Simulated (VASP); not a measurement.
# Au (Fm-3m) in VASP: single point with PBEsol

Aim: the single point of Au with PBEsol.

Program: VASP 6.6.1. These are calculated values, not measurements. Logs are shortened: lines on timing, memory, paths and dates and some standing lists are left out, and cuts for length are marked.

**1. The cell of the first run**

Symmetry: Fm-3m, No. 225, cubic system. Conventional cell: a = 6.964 Å, b = 6.964 Å, c = 6.964 Å, α = 90.00°, β = 90.00°, γ = 90.00°. Within 4.0 Å of Au (site symmetry -43m) lie 10 Au at 3.02 to 3.48 Å. Within 4.0 Å of Au (site symmetry m-3m) lie 8 Au at 3.02 Å.

**2. Single point, PBEsol**

Contents of INCAR:

```
SYSTEM = Au
PREC = Accurate
ENCUT = 520
EDIFF = 1E-6
ISMEAR = -1
SIGMA = 0.1
LREAL = .FALSE.
LASPH = .TRUE.
NELM = 100
ALGO = Normal
ISIF = 2
LWAVE = .FALSE.
LCHARG = .FALSE.
GGA = PS
NBANDS = 24
```

Contents of KPOINTS:

```
Automatic mesh
0
G
  6 6 6
  0 0 0
```

Contents of POSCAR:

```
Au
1.0
    0.0000000000      3.4819960000      3.4819960000
    3.4819960000      0.0000000000      3.4819960000
    3.4819960000      3.4819960000      0.0000000000
Au
3
Direct
    0.7500000000      0.7500000000      0.7500000000
    0.2500000000      0.2500000000      0.2500000000
    0.0000000000      0.0000000000      0.0000000000
```

Potentials or basis: VASP PAW PBE potentials, release 64 (Au).

Run with:

```bash
> cat potpaw_PBE.64/Au/POTCAR > POTCAR
> mpirun -np 1 vasp_std > vasp.out
```

OUTCAR:

```text
SYSTEM = Au
   PREC = Accurate
   ENCUT = 520
   EDIFF = 1E-6
   ISMEAR = -1
   LREAL = .FALSE.
   LASPH = .TRUE.
   NELM = 100
   ISIF = 2
   GGA = PS

 ion  position               nearest neighbor table
   1  0.750  0.750  0.750-   3 3.02   3 3.02   3 3.02   3 3.02   2 3.48   2 3.48   2 3.48   2 3.48
                             2 3.48   2 3.48
   2  0.250  0.250  0.250-   3 3.02   3 3.02   3 3.02   3 3.02   1 3.48   1 3.48   1 3.48   1 3.48
                             1 3.48   1 3.48
   3  0.000  0.000  0.000-   1 3.02   1 3.02   1 3.02   1 3.02   2 3.02   2 3.02   2 3.02   2 3.02

  LATTYP: Found a face centered cubic cell.
 ALAT       =     6.9639920000

  Lattice vectors:

 A1 = (   0.0000000000,   3.4819960000,   3.4819960000)
 A2 = (   3.4819960000,   0.0000000000,   3.4819960000)
 A3 = (   3.4819960000,   3.4819960000,   0.0000000000)

Analysis of symmetry for initial positions (statically):
=====================================================================
 Subroutine PRICEL returns:
 Original cell was already a primitive cell.

 Routine SETGRP: Setting up the symmetry group for a
 face centered cubic supercell.

 Subroutine GETGRP returns: Found 48 space group operations
 (whereof 48 operations were pure point group operations)
 out of a pool of 48 trial point group operations.

The static configuration has the point symmetry O_h .

Analysis of symmetry for dynamics (positions and initial velocities):
=====================================================================
 Subroutine PRICEL returns:
 Original cell was already a primitive cell.

 Routine SETGRP: Setting up the symmetry group for a
 face centered cubic supercell.

 Subroutine GETGRP returns: Found 48 space group operations
 (whereof 48 operations were pure point group operations)
 out of a pool of 48 trial point group operations.

The dynamic configuration has the point symmetry O_h .

 Subroutine INISYM returns: Found 48 space group operations
 (whereof 48 operations are pure point group operations),
 and found     1 'primitive' translations

----------------------------------------------------------------------------------------

                                     Primitive cell

  volume of cell :      84.4335

  direct lattice vectors                    reciprocal lattice vectors
     0.000000000  3.481996000  3.481996000    -0.143595800  0.143595800  0.143595800
     3.481996000  0.000000000  3.481996000     0.143595800 -0.143595800  0.143595800
     3.481996000  3.481996000  0.000000000     0.143595800  0.143595800 -0.143595800

  length of vectors
     4.924285967  4.924285967  4.924285967     0.248715221  0.248715221  0.248715221

  position of ions in fractional coordinates (direct lattice)
     0.750000000  0.750000000  0.750000000
     0.250000000  0.250000000  0.250000000
     0.000000000  0.000000000  0.000000000

  ion indices of the primitive-cell ions
   primitive index   ion index
                 1           1
                 2           2
                 3           3

----------------------------------------------------------------------------------------

 KPOINTS: Automatic mesh

Automatic generation of k-mesh.
 Grid dimensions read from file:
 generate k-points for:    6    6    6

 Generating k-lattice:

  Cartesian coordinates                     Fractional coordinates (reciprocal lattice)
    -0.023932633  0.023932633  0.023932633     0.166666667  0.000000000  0.000000000
     0.023932633 -0.023932633  0.023932633     0.000000000  0.166666667  0.000000000
     0.023932633  0.023932633 -0.023932633     0.000000000  0.000000000  0.166666667

  Length of vectors
     0.041452537  0.041452537  0.041452537

  Shift w.r.t. Gamma in fractional coordinates (k-lattice)
     0.000000000  0.000000000  0.000000000

 Subroutine IBZKPT returns following result:
 ===========================================

 Found     16 irreducible k-points:

 Following reciprocal coordinates:
            Coordinates               Weight
  0.000000  0.000000  0.000000      1.000000
  0.166667  0.000000  0.000000      8.000000
  0.333333  0.000000  0.000000      8.000000
  0.500000  0.000000  0.000000      4.000000
  0.166667  0.166667  0.000000      6.000000
  0.333333  0.166667  0.000000     24.000000
[... 8 lines left out ...]
 -0.333333  0.333333  0.166667     24.000000
 -0.333333  0.500000  0.166667     12.000000
   k-points           NKPTS =     16   k-points in BZ     NKDIM =     16   number of bands    NBANDS=     24
   number of dos      NEDOS =    301   number of ions     NIONS =      3
   total plane-waves  NPLWV =  64000
   dimension x,y,z NGX =    40 NGY =   40 NGZ =   40
   dimension x,y,z NGXF=    80 NGYF=   80 NGZF=   80
   ions per type =               3
   NGX,Y,Z   is equivalent  to a cutoff of  13.50, 13.50, 13.50 a.u.
   NGXF,Y,Z  is equivalent  to a cutoff of  27.01, 27.01, 27.01 a.u.
 SYSTEM =  Au
   PREC   = accura    normal or accurate (medium, high low for compatibility)
   ISTART =      0    job   : 0-new  1-cont  2-samecut
   ICHARG =      2    charge: 1-file 2-atom 10-const
   ISPIN  =      1    spin polarized calculation?
   LNONCOLLINEAR =      F non collinear calculations
   LSORBIT =      F    spin-orbit coupling
   LASPH  =      T    aspherical Exc in radial PAW
   ENCUT  =  520.0 eV  38.22 Ry    6.18 a.u.   9.16  9.16  9.16*2*pi/ulx,y,z
   NELM   =    100;   NELMIN=  2; NELMDL= -5     # of ELM steps
   EDIFF  = 0.1E-05   stopping-criterion for ELM
   LREAL  =      F    real-space projection
   EDIFFG = 0.1E-04   stopping-criterion for IOM
   NSW    =      0    number of steps for IOM
   IBRION =     -1    ionic relax: 0-MD 1-quasi-New 2-CG
   NFREE  =      0    steps in history (QN), initial steepest desc. (CG)
   ISIF   =      2    stress and relaxation
   ISYM   =      2    0-nonsym 1-usesym 2-fastsym
   POTIM  = 0.5000    time-step for ionic-motion
   TEBEG  =    0.0;   TEEND  =   0.0 temperature during run
   PSTRESS=    0.0 pullay stress
   NELECT =      33.0000    total number of electrons
   NUPDOWN=      -1.0000    fix difference up-down
   EMIN   =  10.00;   EMAX   =-10.00  energy-range for DOS
   EFERMI =   0.00;   METHOD = LEGACY
   ISMEAR =    -1;   SIGMA  =   0.10  broadening in eV -4-tet -1-fermi 0-gaus
   EFERMI_NEDOS =   21; number of points for ismear=-14 and -15
   IALGO  =     38    algorithm
   IMIX   =      4    mixing-type and parameters
     AMIX     =   0.40;   BMIX     =  1.00
     AMIX_MAG =   1.60;   BMIX_MAG =  1.00
  volume/ion in A,a.u.               =      28.14       189.93
  Fermi-wavevector in a.u.,A,eV,Ry     =   1.196946  2.261900 19.492790  1.432680
  Thomas-Fermi vector in A             =   2.332873
   LORBIT       =      0    0 simple, 1 ext, 2 COOP (PROOUT), +10 PAW based schemes
   GGA     = PS    functional components
   LHFCALC =     F    Hartree Fock is set to
   AEXX    =    0.0000 exact exchange contribution
   IVDW    =     0    specifies the selected vdW correction
   LEPSILON=     F    determine dielectric tensor
   LRPA    =     F    only Hartree local field effects (RPA)
 non-spin polarized calculation
  energy-cutoff  :      520.00
  volume of cell :       84.43
 maximum number of plane-waves:      2301
 NGX is ok and might be reduce to    40
   NGX = 19   NGY = 19   NGZ = 19

 number of electron      33.0000002 magnetization

 Free energy of the ion-electron system (eV)
  ---------------------------------------------------
  ext. energy  EPLUGINS =         0.00000000
  ---------------------------------------------------
  free energy    TOTEN  =        -9.18580154 eV

  energy without entropy =       -9.14466067  energy(sigma->0) =       -9.16523111

 E-fermi :   2.8628     XC(G=0):  -9.8845

 val. band max:        2.7460202933   @ k =  -0.3333   0.1667   0.0000
 cond. band min:       2.9137282700   @ k =   0.5000   0.3333   0.0000
 fundamental gap:      0.1677079767
 Fermi energy:         2.8628385420

 k-point     1 :       0.0000    0.0000    0.0000
  band No.  band energies     occupation
      1      -3.0964      2.00000
      2      -1.0356      2.00000
      3      -1.0356      2.00000
      4      -0.5903      2.00000
      5      -0.5903      2.00000
      6      -0.5903      2.00000
[... 16 lines left out ...]
     23      10.0196      0.00000
     24      10.0196      0.00000

 k-point     2 :       0.1667    0.0000    0.0000
  band No.  band energies     occupation
      1      -2.8250      2.00000
      2      -0.9409      2.00000
      3      -0.9409      2.00000
      4      -0.7625      2.00000
      5      -0.6738      2.00000
      6      -0.6738      2.00000
[... 16 lines left out ...]
     23      10.3696      0.00000
     24      10.8767      0.00000

 k-point     3 :       0.3333    0.0000    0.0000
  band No.  band energies     occupation
      1      -2.1277      2.00000
      2      -0.8818      2.00000
      3      -0.7855      2.00000
      4      -0.7855      2.00000
      5      -0.6896      2.00000
      6      -0.6896      2.00000
[... 16 lines left out ...]
     23      10.2930      0.00000
     24      11.9314      0.00000

 k-point     4 :       0.5000    0.0000    0.0000
  band No.  band energies     occupation
      1      -1.6267      2.00000
      2      -0.8825      2.00000
      3      -0.8265      2.00000
      4      -0.8265      2.00000
      5      -0.5031      2.00000
      6      -0.5031      2.00000
[... 16 lines left out ...]
     23      10.1631      0.00000
     24      14.6241      0.00000

 k-point     5 :       0.1667    0.1667    0.0000
  band No.  band energies     occupation
      1      -2.7366      2.00000
      2      -0.9140      2.00000
      3      -0.9135      2.00000
      4      -0.7283      2.00000
      5      -0.7283      2.00000
      6      -0.7283      2.00000
[... 16 lines left out ...]
     23      11.5491      0.00000
     24      11.5491      0.00000

 k-point     6 :       0.3333    0.1667    0.0000
  band No.  band energies     occupation
      1      -2.1834      2.00000
      2      -0.9133      2.00000
      3      -0.8543      2.00000
      4      -0.8059      2.00000
      5      -0.7257      2.00000
      6      -0.7011      2.00000
[... 16 lines left out ...]
     23      11.8523      0.00000
     24      11.8808      0.00000

 k-point     7 :       0.5000    0.1667    0.0000
  band No.  band energies     occupation
      1      -1.5648      2.00000
      2      -1.0290      2.00000
      3      -0.9152      2.00000
      4      -0.8398      2.00000
      5      -0.5536      2.00000
      6      -0.4514      2.00000
[... 16 lines left out ...]
     23      12.0472      0.00000
     24      12.1865      0.00000

 k-point     8 :      -0.3333    0.1667    0.0000
  band No.  band energies     occupation
      1      -1.7398      2.00000
      2      -0.9703      2.00000
      3      -0.9059      2.00000
      4      -0.8090      2.00000
      5      -0.6058      2.00000
      6      -0.5212      2.00000
[... 16 lines left out ...]
     23      11.9183      0.00000
     24      12.6269      0.00000

 k-point     9 :      -0.1667    0.1667    0.0000
  band No.  band energies     occupation
      1      -2.4100      2.00000
      2      -0.8746      2.00000
      3      -0.8125      2.00000
      4      -0.8013      2.00000
      5      -0.7863      2.00000
      6      -0.7147      2.00000
[... 16 lines left out ...]
     23      10.5758      0.00000
     24      12.3497      0.00000

 k-point    10 :       0.3333    0.3333    0.0000
  band No.  band energies     occupation
      1      -1.8453      2.00000
      2      -1.1342      2.00000
      3      -0.8015      2.00000
      4      -0.8015      2.00000
      5      -0.7876      2.00000
      6      -0.5836      2.00000
[... 16 lines left out ...]
     23      13.4418      0.00000
     24      13.9454      0.00000

 k-point    11 :       0.5000    0.3333    0.0000
  band No.  band energies     occupation
      1      -1.3910      2.00000
      2      -1.2693      2.00000
      3      -0.9708      2.00000
      4      -0.8316      2.00000
      5      -0.5282      2.00000
      6      -0.3673      2.00000
[... 16 lines left out ...]
     23      13.6757      0.00000
     24      14.6950      0.00000

 k-point    12 :      -0.3333    0.3333    0.0000
  band No.  band energies     occupation
      1      -1.4053      2.00000
      2      -1.0758      2.00000
      3      -1.0151      2.00000
      4      -0.8464      2.00000
      5      -0.5782      2.00000
      6      -0.2603      2.00000
[... 16 lines left out ...]
     23      12.8023      0.00000
     24      12.9237      0.00000

 k-point    13 :       0.5000    0.5000    0.0000
  band No.  band energies     occupation
      1      -1.3697      2.00000
      2      -1.2845      2.00000
      3      -0.8482      2.00000
      4      -0.8079      2.00000
      5      -0.8079      2.00000
      6      -0.2654      2.00000
[... 16 lines left out ...]
     23      15.0727      0.00000
     24      15.5743      0.00000

 k-point    14 :       0.5000    0.3333    0.1667
  band No.  band energies     occupation
      1      -1.6608      2.00000
      2      -1.0879      2.00000
      3      -0.9911      2.00000
      4      -0.7810      2.00000
      5      -0.6097      2.00000
      6      -0.4625      2.00000
[... 16 lines left out ...]
     23      13.1471      0.00000
     24      13.8700      0.00000

 k-point    15 :      -0.3333    0.3333    0.1667
  band No.  band energies     occupation
      1      -1.3473      2.00000
      2      -1.1729      2.00000
      3      -1.0393      2.00000
      4      -0.7878      2.00000
      5      -0.6065      2.00000
      6      -0.2433      2.00000
[... 16 lines left out ...]
     23      12.5963      0.00000
     24      13.8598      0.00000

 k-point    16 :      -0.3333    0.5000    0.1667
  band No.  band energies     occupation
      1      -1.3131      2.00000
      2      -1.1677      2.00000
      3      -1.1346      2.00000
      4      -0.7766      2.00000
      5      -0.5255      2.00000
      6      -0.2760      2.00000
[... 16 lines left out ...]
     23      13.0366      0.00000
     24      15.1807      0.00000

------------------------ aborting loop because EDIFF is reached ----------------------------------------

  FORCE on cell =-STRESS in cart. coord.  units (eV):
  Direction    XX          YY          ZZ          XY          YZ          ZX
  --------------------------------------------------------------------------------------
  -------------------------------------------------------------------------------------
  Total       -8.4062765     -8.4062765     -8.4062765     -0.0000000      0.0000000      0.0000000
  in kB     -159.5142386   -159.5142386   -159.5142386     -0.0000000      0.0000000      0.0000000
  external PRESSURE =    -159.5142386 kB  Pullay stress =       0.0000000 kB

 VOLUME and BASIS-vectors are now :
 -----------------------------------------------------------------------------
  energy-cutoff  :      520.00
  volume of cell :       84.43
      direct lattice vectors                 reciprocal lattice vectors
     0.000000000  3.481996000  3.481996000    -0.143595800  0.143595800  0.143595800
     3.481996000  0.000000000  3.481996000     0.143595800 -0.143595800  0.143595800
     3.481996000  3.481996000  0.000000000     0.143595800  0.143595800 -0.143595800

 POSITION                                       TOTAL-FORCE (eV/Angst)
 -----------------------------------------------------------------------------------
      5.22299      5.22299      5.22299         0.000000      0.000000      0.000000
      1.74100      1.74100      1.74100         0.000000      0.000000      0.000000
      0.00000      0.00000      0.00000        -0.000000     -0.000000     -0.000000
 -----------------------------------------------------------------------------------
    total drift:                               -0.000000     -0.000000      0.000000

  FREE ENERGIE OF THE ION-ELECTRON SYSTEM (eV)
  ---------------------------------------------------
  free  energy   TOTEN  =        -9.1858015371 eV

  energy  without entropy=       -9.1446606733  energy(sigma->0) =       -9.16523111
```

It took 52 s on 1 thread of Intel Xeon 6975P-C, shared host; peak memory 0.23 GiB.

Results:

* Free energy: -9.1858 eV
* Pressure: -16.0 GPa

Caveat: the PAW data sets were made with another functional, which shifts forces and pressure a little; spin-orbit coupling is left out, which moves the levels of the heavy elements.
